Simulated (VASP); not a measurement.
# K2PdC2 (P3m1) in VASP: further runs

The runs below take K2PdC2 through single point, with LDA.

All numbers are computed with VASP 6.6.1; they aren't measurements. Logs are shortened: lines on timing, memory, paths and dates and some standing lists are left out, and cuts for length are marked.

### 1 The cell of the first run

Symmetry: P3m1, No. 156, trigonal system. The conventional cell has a = 5.118 Å, b = 5.118 Å, c = 5.258 Å, α = 90.00°, β = 90.00°, γ = 120.00°. Within 3.9 Å of K (site symmetry 3m) lie 6 C at 2.99 to 3.40 Å and 3 Pd at 3.30 Å and 3 K at 3.75 Å. K (site symmetry 3m) has 6 C at 3.02 to 3.51 Å and 3 Pd at 3.30 Å and 3 K at 3.75 Å within 4.0 Å. Within 2.5 Å of Pd (site symmetry 3m) lie 2 C at 1.90 to 2.10 Å. Within 1.7 Å of C (site symmetry 3m) lie 1 C at 1.26 Å. C (site symmetry 3m) has 1 C at 1.26 Å within 1.7 Å.

### 2 Single point, LDA

Contents of INCAR:

```
SYSTEM = K2PdC2
PREC = Accurate
ENCUT = 520
EDIFF = 1E-6
ISMEAR = 0
SIGMA = 0.05
LREAL = .False.
LASPH = .True.
NELM = 100
ALGO = Normal
ISIF = 2
LWAVE = .False.
LCHARG = .False.
NBANDS = 26
```

Contents of KPOINTS:

```
regular mesh
0
Gamma
  6 6 6
  0 0 0
```

Contents of POSCAR:

```
K2PdC2
1.0
    5.1181840614      0.0000000000      0.0000000000
   -2.5590920307      4.4324774185      0.0000000000
    0.0000000000      0.0000000000      5.2581371800
K Pd C
2 1 2
Direct
    0.6666666667      0.3333333333      0.7201982100
    0.3333333333      0.6666666667      0.2798017900
    0.0000000000      0.0000000000      0.0000000000
    0.0000000000      0.0000000000      0.6392149221
    0.0000000000      0.0000000000      0.3988213621
```

Potentials or basis: VASP PAW LDA potentials, release 64 (K_sv, Pd, C).

On the command line:

```console
$ cat potpaw_LDA.64/K_sv/POTCAR potpaw_LDA.64/Pd/POTCAR potpaw_LDA.64/C/POTCAR > POTCAR
$ mpirun -np 1 vasp_std > vasp.out
```

OUTCAR:

```text
SYSTEM = K2PdC2
   PREC = Accurate
   ENCUT = 520
   EDIFF = 1E-6
   ISMEAR = 0
   LREAL = .False.
   LASPH = .True.
   NELM = 100
   ISIF = 2

 ion  position               nearest neighbor table
   1  0.667  0.333  0.720-   3 3.30   3 3.30   3 3.30   2 3.75   2 3.75   2 3.75
   2  0.333  0.667  0.280-   3 3.30   3 3.30   3 3.30   1 3.75   1 3.75   1 3.75
   3  0.000  0.000  0.000-   4 1.90   5 2.10   1 3.30   2 3.30   1 3.30   2 3.30   1 3.30   2 3.30

   4  0.000  0.000  0.639-   5 1.26   3 1.90
   5  0.000  0.000  0.399-   4 1.26   3 2.10

  LATTYP: Found a hexagonal cell.
 ALAT       =     5.1181840614
 C/A-ratio  =     1.0273442918

  Lattice vectors:

 A1 = (   5.1181840614,   0.0000000000,   0.0000000000)
 A2 = (  -2.5590920307,   4.4324774185,   0.0000000000)
 A3 = (   0.0000000000,   0.0000000000,   5.2581371800)

Analysis of symmetry for initial positions (statically):
=====================================================================
 Subroutine PRICEL returns:
 Original cell was already a primitive cell.

 Routine SETGRP: Setting up the symmetry group for a
 hexagonal supercell.

 Subroutine GETGRP returns: Found  6 space group operations
 (whereof  6 operations were pure point group operations)
 out of a pool of 24 trial point group operations.

The static configuration has the point symmetry C_3v.

Analysis of symmetry for dynamics (positions and initial velocities):
=====================================================================
 Subroutine PRICEL returns:
 Original cell was already a primitive cell.

 Routine SETGRP: Setting up the symmetry group for a
 hexagonal supercell.

 Subroutine GETGRP returns: Found  6 space group operations
 (whereof  6 operations were pure point group operations)
 out of a pool of 24 trial point group operations.

The dynamic configuration has the point symmetry C_3v.

 Subroutine INISYM returns: Found  6 space group operations
 (whereof  6 operations are pure point group operations),
 and found     1 'primitive' translations

----------------------------------------------------------------------------------------

                                     Primitive cell

[... 92 lines left out ...]
   LSORBIT =      F    spin-orbit coupling
   LASPH  =      T    aspherical Exc in radial PAW
   ENCUT  =  520.0 eV  38.22 Ry    6.18 a.u.   9.52  9.52  9.78*2*pi/ulx,y,z
   NELM   =    100;   NELMIN=  2; NELMDL= -5     # of ELM steps
   EDIFF  = 0.1E-05   stopping-criterion for ELM
   LREAL  =      F    real-space projection
   EDIFFG = 0.1E-04   stopping-criterion for IOM
   NSW    =      0    number of steps for IOM
   IBRION =     -1    ionic relax: 0-MD 1-quasi-New 2-CG
   NFREE  =      0    steps in history (QN), initial steepest desc. (CG)
   ISIF   =      2    stress and relaxation
   ISYM   =      2    0-nonsym 1-usesym 2-fastsym
   POTIM  = 0.5000    time-step for ionic-motion
   TEBEG  =    0.0;   TEEND  =   0.0 temperature during run
   PSTRESS=    0.0 pullay stress
   NELECT =      36.0000    total number of electrons
   NUPDOWN=      -1.0000    fix difference up-down
   EMIN   =  10.00;   EMAX   =-10.00  energy-range for DOS
   EFERMI =   0.00;   METHOD = LEGACY
   ISMEAR =     0;   SIGMA  =   0.05  broadening in eV -4-tet -1-fermi 0-gaus
   EFERMI_NEDOS =   21; number of points for ismear=-14 and -15
   IALGO  =     38    algorithm
   IMIX   =      4    mixing-type and parameters
     AMIX     =   0.40;   BMIX     =  1.00
     AMIX_MAG =   1.60;   BMIX_MAG =  1.00
  volume/ion in A,a.u.               =      23.86       161.00
  Fermi-wavevector in a.u.,A,eV,Ry     =   1.098106  2.075119 16.406402  1.205837
  Thomas-Fermi vector in A             =   2.234478
   LORBIT       =      0    0 simple, 1 ext, 2 COOP (PROOUT), +10 PAW based schemes
   GGA     = CA    functional components
   LHFCALC =     F    Hartree Fock is set to
   AEXX    =    0.0000 exact exchange contribution
   IVDW    =     0    specifies the selected vdW correction
   LEPSILON=     F    determine dielectric tensor
   LRPA    =     F    only Hartree local field effects (RPA)
 non-spin polarized calculation
 Gauss-broadening in eV      SIGMA  =   0.05
  energy-cutoff  :      520.00
  volume of cell :      119.29
 maximum number of plane-waves:      3247
 NGX is ok and might be reduce to    40
   NGX = 19   NGY = 19   NGZ = 19

 number of electron      36.0000004 magnetization

 Free energy of the ion-electron system (eV)
  ---------------------------------------------------
  ext. energy  EPLUGINS =         0.00000000
  ---------------------------------------------------
  free energy    TOTEN  =       -28.66224746 eV

  energy without entropy =      -28.66224746  energy(sigma->0) =      -28.66224746

 E-fermi :   1.0273     XC(G=0):  -8.6295

 val. band max:        0.8132774054   @ k =   0.0000   0.0000   0.5000
 cond. band min:       2.1724244241   @ k =   0.5000   0.0000   0.5000
 fundamental gap:      1.3591470188
 Fermi energy:         1.0272693202

 k-point     1 :       0.0000    0.0000    0.0000
  band No.  band energies     occupation
      1     -28.7063      2.00000
      2     -28.6401      2.00000
      3     -12.6806      2.00000
      4     -12.4788      2.00000
      5     -12.4788      2.00000
      6     -12.3673      2.00000
[... 685 lines left out ...]
     25       7.0356      0.00000
     26       7.2858      0.00000

 [... further k-points ...]

------------------------ aborting loop because EDIFF is reached ----------------------------------------

  FORCE on cell =-STRESS in cart. coord.  units (eV):
  Direction    XX          YY          ZZ          XY          YZ          ZX
  --------------------------------------------------------------------------------------
  -------------------------------------------------------------------------------------
  Total       -1.3756305     -1.3756305     -1.6991507      0.0000000      0.0000000      0.0000000
  in kB      -18.4764289    -18.4764289    -22.8217073      0.0000000      0.0000000      0.0000000
  external PRESSURE =     -19.9248551 kB  Pullay stress =       0.0000000 kB

 VOLUME and BASIS-vectors are now :
 -----------------------------------------------------------------------------
  energy-cutoff  :      520.00
  volume of cell :      119.29
      direct lattice vectors                 reciprocal lattice vectors
     5.118184061  0.000000000  0.000000000     0.195381797  0.112803733  0.000000000
    -2.559092031  4.432477419  0.000000000     0.000000000  0.225607466  0.000000000
     0.000000000  0.000000000  5.258137180     0.000000000  0.000000000  0.190181421

 POSITION                                       TOTAL-FORCE (eV/Angst)
 -----------------------------------------------------------------------------------
      2.55909      1.47749      3.78690        -0.000000      0.000000      0.018462
     -0.00000      2.95498      1.47124         0.000000     -0.000000     -0.036954
      0.00000      0.00000      0.00000        -0.000000      0.000000      1.914483
      0.00000      0.00000      3.36108         0.000000     -0.000000     -0.762945
      0.00000      0.00000      2.09706        -0.000000     -0.000000     -1.133047
 -----------------------------------------------------------------------------------
    total drift:                                0.000000      0.000000     -0.000053

  FREE ENERGIE OF THE ION-ELECTRON SYSTEM (eV)
  ---------------------------------------------------
  free  energy   TOTEN  =       -28.6622474567 eV

  energy  without entropy=      -28.6622474567  energy(sigma->0) =      -28.66224746
```

stdout:

```text
POSCAR found type information on POSCAR K PdC
 POSCAR found :  3 types and       5 ions
 scaLAPACK will be used
 LDA part: xc-table for (Slater(with rela. corr.)+CA(PZ))
 , standard interpolation
 POSCAR, INCAR and KPOINTS ok, starting setup
 FFT: planning ... GRIDC
 FFT: planning ... GRID_SOFT
 FFT: planning ... GRID
 WAVECAR not read
 entering main loop
```

It took 56 s on 1 thread of AMD EPYC 9R45 (Zen 5), shared host; peak memory 0.23 GiB.

Results:

* Free energy: -28.6622 eV
* Pressure: -2.0 GPa
* Largest force: 1.914 eV/Å
* Band gap on the k mesh: 1.36 eV, indirect (least direct gap 1.39 eV)

Forces on the atoms (eV/Å):
```
K    0.000  0.000  0.018
K    0.000  0.000 -0.037
Pd   0.000  0.000  1.914
C    0.000  0.000 -0.763
C    0.000  0.000 -1.133
```

Stress tensor (GPa, compression positive):
```
-1.85  0.00  0.00
 0.00 -1.85  0.00
 0.00  0.00 -2.28
```

Levels at points of the mesh, in eV from the valence-band top:
| k point | band 15 | band 16 | band 17 | band 18 | band 19 | band 20 | band 21 | band 22 |
| --- | --- | --- | --- | --- | --- | --- | --- | --- |
| (0.00, 0.00, 0.00) | -1.80 | -1.54 | -1.14 | -1.14 | 4.03 | 4.37 | 5.23 | 5.23 |
| (0.50, 0.00, 0.00) | -1.75 | -1.24 | -1.05 | -0.52 | 2.43 | 3.56 | 4.58 | 5.31 |
| (0.00, 0.00, 0.50) | -1.15 | -1.15 | 0.00 | 0.00 | 2.66 | 2.66 | 3.59 | 4.60 |
| (0.50, 0.00, 0.50) | -1.06 | -0.74 | -0.06 | -0.03 | 1.36 | 2.86 | 4.64 | 4.75 |

Caveat: the cell differs from its parent crystal (all C atoms moved -0.100 Å, as atom 4 towards its neighbour atom 5 (C) at 1.264 Å); forces of over 1 eV/Å act on the atoms, so gaps and moduli don't describe the material at rest.

### 3 Single point, LDA

Contents of INCAR:

```
SYSTEM = K2PdC2
  PREC = Accurate
  ENCUT = 520
  EDIFF = 1E-6
  ISMEAR = 0
  SIGMA = 0.05
  LREAL = .False.
  LASPH = .True.
  NELM = 80
  ALGO = Normal
  ISIF = 2
  LWAVE = .False.
  LCHARG = .True.
  GGA = CA
  LELF = .True.
  LVHAR = .True.
  NBANDS = 26
```

Contents of KPOINTS:

```
Automatic mesh
0
Gamma
  6 6 6
  0 0 0
```

Changes to POSCAR since step 2:

```diff
@@ -11,3 +11,3 @@
     0.0000000000      0.0000000000      0.0000000000
-    0.0000000000      0.0000000000      0.6392149221
-    0.0000000000      0.0000000000      0.3988213621
+    0.0000000000      0.0000000000      0.6297058510
+    0.0000000000      0.0000000000      0.3893122910
```

Potentials or basis: VASP PAW LDA potentials, release 64 (K_sv, Pd, C).

On the command line:

```console
$ cat potpaw_LDA.64/K_sv/POTCAR potpaw_LDA.64/Pd/POTCAR potpaw_LDA.64/C/POTCAR > POTCAR
$ mpirun -np 1 vasp_std > vasp.out
```

Run time: 54 s. Hardware: 1 thread of AMD EPYC 9R45 (Zen 5), shared host; peak memory 0.23 GiB.

The run converged. Its results:

```
Free energy            : -28.7322 eV
Pressure               : -2.3 GPa
Largest force          : 0.926 eV/Å
Band gap on the k mesh : 1.35 eV, indirect (least direct gap 1.38 eV)
```

Forces in eV/Å, atoms in the order of the input:
```
K    0.000  0.000  0.028
K    0.000  0.000 -0.037
Pd   0.000  0.000  0.926
C    0.000  0.000 -0.118
C    0.000  0.000 -0.798
```

Stress tensor (GPa, compression positive):
```
-1.86  0.00  0.00
 0.00 -1.86  0.00
 0.00  0.00 -3.33
```

Levels at points of the mesh, in eV from the valence-band top:
| k point | band 14 | band 15 | band 16 | band 17 | band 18 | band 19 | band 20 | band 21 | band 22 | band 23 |
| --- | --- | --- | --- | --- | --- | --- | --- | --- | --- | --- |
| (0.00, 0.00, 0.00) | -1.87 | -1.87 | -1.54 | -1.13 | -1.13 | 4.02 | 4.38 | 5.22 | 5.22 | 5.69 |
| (0.50, 0.00, 0.00) | -1.94 | -1.82 | -1.23 | -1.04 | -0.52 | 2.42 | 3.55 | 4.59 | 5.29 | 5.75 |
| (0.00, 0.00, 0.50) | -1.38 | -1.14 | -1.14 | 0.00 | 0.00 | 2.65 | 2.65 | 3.58 | 4.58 | 6.21 |
| (0.50, 0.00, 0.50) | -1.19 | -1.05 | -0.76 | -0.06 | -0.03 | 1.35 | 2.85 | 4.63 | 4.74 | 5.31 |

Caveat: the cell differs from its parent crystal (all C atoms moved -0.050 Å, as atom 4 towards its neighbour atom 5 (C) at 1.264 Å).
